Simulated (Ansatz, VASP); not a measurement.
# Sr2Be in VASP and in Ansatz

```
Sr Be
1.0
    -3.88170    3.88170    3.56949
     3.88170   -3.88170    3.56949
     3.88170    3.88170   -3.56949
Sr Be
4 2
Direct
  0.68621 0.18621 0.87241
  0.18621 0.31379 0.50000
  0.31379 0.81379 0.12759
  0.81379 0.68621 0.50000
  0.25000 0.25000 0.00000
  0.75000 0.75000 0.00000
```

Alike in both runs: functional PBE; k mesh 8 × 8 × 8; occupations gaussian, width 0.1 eV; no spin polarisation.

Ansatz relaxed the structure, and its values are those at the end. VASP's run is a single point on that final structure, the one shown.

|  | VASP | Ansatz |
| --- | --- | --- |
| version | VASP 6.6.1 | Ansatz 0.2.0 |
| potentials or method | VASP PAW PBE potentials, release 64 (Sr_sv, Be), cutoff 600 eV | scalar-relativistic, plane waves, PAW |
| valence electrons in the cell | 44 | 44 |

Ansatz gave:

| Item | Value |
| --- | --- |
| gap on the k mesh at the Fermi level (eV) | none |
| pressure (GPa) | 0.0 |

Problem. Estimate VASP's values.

Solution. gap on the k mesh at the Fermi level (eV): none; pressure (GPa): 0.1.

A gap of «none» marks a metal or a gap that the smearing closes. The functional is the same, so the differences come from potentials, cutoffs and numerics.
